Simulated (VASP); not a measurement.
Write the native input for VASP 6.6.1 that does the following.

```yaml
Task: single point
Functional: LDA
Potentials_or_basis: VASP PAW LDA potentials, release 64 (O, H, S)
Cutoff: 520 eV
k_mesh: 1 × 1 × 1
Occupations: fermi-dirac, width 0.02 eV
Spin: no spin polarisation
Dipole_correction: no
Further_INCAR_settings: LREAL = Auto; ALGO = Normal; EDIFF = 1e-06; NBANDS = 66
```

The structure of H22SO10 lies in POSCAR:

```
H22SO10
1.0
    7.1137870000      0.0000000000      0.0000000000
    0.0000000000      7.1137870000      0.0000000000
    0.0000000000      0.0000000000      7.1137870000
O H S
10 22 1
Direct
    0.7141062840      0.1571877258      0.7475202730
    0.2431897385      0.0715933721      0.3853221920
    0.2431053952      0.6448182944     -0.0474290276
    0.0166999659      0.2838994195      0.9181748062
    0.2156516635      0.5668710632      0.2950749017
    0.5650436258      0.9053546304      0.3892300964
    0.3613546484      0.1859909497      0.0643539088
    0.5755443620      0.4547507537      0.9415660042
    0.4174569747     -0.0539094016      0.7850530245
    0.9035693647      0.0752623040      0.2756197227
    0.8453022279      0.1714839086      0.8073055884
    0.7364010196      0.0812787900      0.6262768340
    0.3031296832      0.1080577757      0.2607050225
    0.1067926268      0.0556665529      0.3561956522
    0.3061379263      0.7739478284     -0.0787766066
    0.1886196480      0.6595221364      0.0892351711
    0.1293825637      0.2202061996      0.9787051538
    0.0578594777      0.4165713705      0.9310652680
    0.1369312857      0.5721425171      0.4105408273
    0.2346851262      0.4343115699      0.2778548191
    0.4323295033      0.9550468688      0.3804162256
    0.6078478313      0.7993210930      0.4607953541
    0.4491700412      0.2905765944      0.0247828618
    0.3754821447      0.0907111782     -0.0405691090
    0.5939452503      0.3880071191      0.8262547079
    0.4525016001      0.5129335472      0.9322320165
    0.3636459737     -0.0323456409      0.6522686159
    0.5522093928      0.0010824052      0.7984636031
    0.8940104617      0.1499482624      0.1644834179
    0.7793317399      0.0300262012      0.3289106070
    1.0608554909      0.7194901956      0.7764500118
    1.0384342404      0.8637734023      0.5413572265
    0.9429014391      0.7239182168      0.6285962737
```

The input as run:

INCAR

```
SYSTEM = H22SO10
ALGO = Normal ; EDIFF = 1E-6
ENCUT = 520 ; GGA_COMPAT = .FALSE.
ISIF = 2 ; ISMEAR = -1
LASPH = .TRUE. ; LCHARG = .FALSE.
LREAL = Auto ; LWAVE = .FALSE.
NBANDS = 66 ; NELM = 120
PREC = Accurate ; SIGMA = 0.02
```

KPOINTS

```
k-points
0
G
  1 1 1
  0 0 0
```

Potentials or basis: VASP PAW LDA potentials, release 64 (O, H, S).

Launch:

```bash
$ cat potpaw_LDA.64/O/POTCAR potpaw_LDA.64/H/POTCAR potpaw_LDA.64/S/POTCAR > POTCAR
$ mpirun -np 1 vasp_gam > vasp.out
```

Results of the run:

The pressure is -1.4 GPa and the largest force is 2.278 eV/Å. The band gap on the k mesh is 4.26 eV.

Caveat: the k points lie up to 0.88 Å⁻¹ apart.

Run time: 25 s on 1 thread of Intel(R) Xeon(R) 6975P-C (Granite Rapids), with other jobs on the host, peak memory 0.29 GiB.
